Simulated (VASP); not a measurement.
Zr3Ag: electric field gradients with LDA

Zr3Ag:

```
Zr Ag
1.0
     4.53535    0.00000    0.00000
     0.00000    4.53535    0.00000
     0.00000    0.00000    3.95925
Zr Ag
3 1
Direct
  0.50000 0.50000 0.00000
  0.00000 0.50000 0.50000
  0.50000 0.00000 0.50000
  0.00000 0.00000 0.00000
```

| Property | Result |
| --- | --- |
| Program | VASP 6.6.1 |
| Task | electric field gradients |
| Functional | LDA |
| Potentials or basis | VASP PAW LDA potentials, release 64 (Zr_sv, Ag) |
| Cutoff | 520 eV |
| k mesh | 7 × 7 × 8 |
| Occupations | fermi-dirac, width 0.05 eV |
| Spin | no spin polarisation |
| Dipole correction | no |
| Further INCAR settings | ALGO = Normal; EDIFF = 1e-08; NBANDS = 32 |

```yaml
Pressure: -2.8 GPa
Band_gap_on_the_k_mesh: zero (an odd number of electrons rules out a gap without spin polarisation)
Largest_electric_field_gradient_by_atom: Zr -8.8, +45.6 (each value once); Ag +6.7 V/Å²
```

Stress tensor (GPa, compression positive):
```
-3.67  0.00  0.00
 0.00 -3.67  0.00
 0.00  0.00 -1.17
```

Levels at points of the mesh, in eV from the Fermi level:
```csv
k point,band 20,band 21,band 22,band 23,band 24,band 25,band 26,band 27,band 28,band 29
"(0.00, 0.00, 0.00)",-0.94,-0.90,-0.90,-0.85,-0.18,2.24,2.24,3.33,3.33,3.58
"(0.00, 0.00, 0.50)",-1.70,-0.92,-0.92,-0.89,0.91,0.94,0.94,2.28,2.28,2.30
```

Electric field gradients, principal values (V/Å²):
```
atom    least   middle  greatest (by size)
1 Zr    4.382    4.382              -8.764
2 Zr  -20.050  -25.533              45.583
3 Zr  -20.050  -25.533              45.583
4 Ag   -3.364   -3.364               6.727
```

Run time: 2.2 min on 1 thread of Intel(R) Xeon(R) Platinum 8488C (Sapphire Rapids), on a shared host, peak memory 0.23 GiB.

Caveat: without QUAD_EFG the Cq values of the log hold for a quadrupole moment of 1 mb, not for the nuclei.
